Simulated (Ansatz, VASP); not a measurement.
**InAs: VASP beside Ansatz**

INCAR

```
SYSTEM = InAs
PREC = Accurate
ENCUT = 500
EDIFF = 1E-6
ISMEAR = 1
SIGMA = 0.2
LREAL = .False.
LASPH = .True.
NELM = 120
ALGO = Normal
ISIF = 2
LWAVE = .False.
LCHARG = .True.
GGA = PE
LELF = .True.
LVHAR = .True.
NBANDS = 16
GGA_COMPAT = .False.
```

File KPOINTS:

```
Automatic mesh
0
Gamma
  6 6 6
  0 0 0
```

File POSCAR:

```
InAs
1.0
    0.0000000000      3.0545915924      3.0545915924
    3.0545915924      0.0000000000      3.0545915924
    3.0545915924      3.0545915924      0.0000000000
In As
1 1
Direct
    0.0000000000      0.0000000000      0.0000000000
    0.2500000000      0.2500000000      0.2500000000
```

Input for Ansatz:

```yaml
crystal:
  lattice:
    - [0.0, 3.0545915924, 3.0545915924]
    - [3.0545915924, 0.0, 3.0545915924]
    - [3.0545915924, 3.0545915924, 0.0]
  atoms:
    - { symbol: In, position: [0.0, 0.0, 0.0] }
    - { symbol: As, position: [0.25, 0.25, 0.25] }
kpoints:
  mp_grid: { grid: [6, 6, 6] }
hamiltonian:
  xc: pbe
scf:
  occupations: { method: cold, width: 0.2 }
  n_extra_bands: 4
output:
  forces: true
  stress: true
  eigenvalues: true
```

Alike in both runs: task single point; functional PBE; k mesh 6 × 6 × 6; no spin polarisation.

|  | VASP | Ansatz |
| --- | --- | --- |
| version | VASP 6.6.1 | Ansatz 0.2.0 |
| potentials or method | VASP PAW PBE potentials, release 64 (In_d, As) | plane waves |
| plane-wave cutoff (eV) | 500 | 420 |
| occupations | methfessel-paxton of order 1, width 0.2 eV | cold, width 0.2 eV |
| valence electrons in the cell | 18 | 28 |

```tsv
	VASP	Ansatz	Ansatz less VASP
pressure (GPa)	2.1	2.1	-0.07
```

VASP's potentials hold 18 valence electrons a cell and Ansatz's 28, so a difference there can come from the potentials and not from the codes.
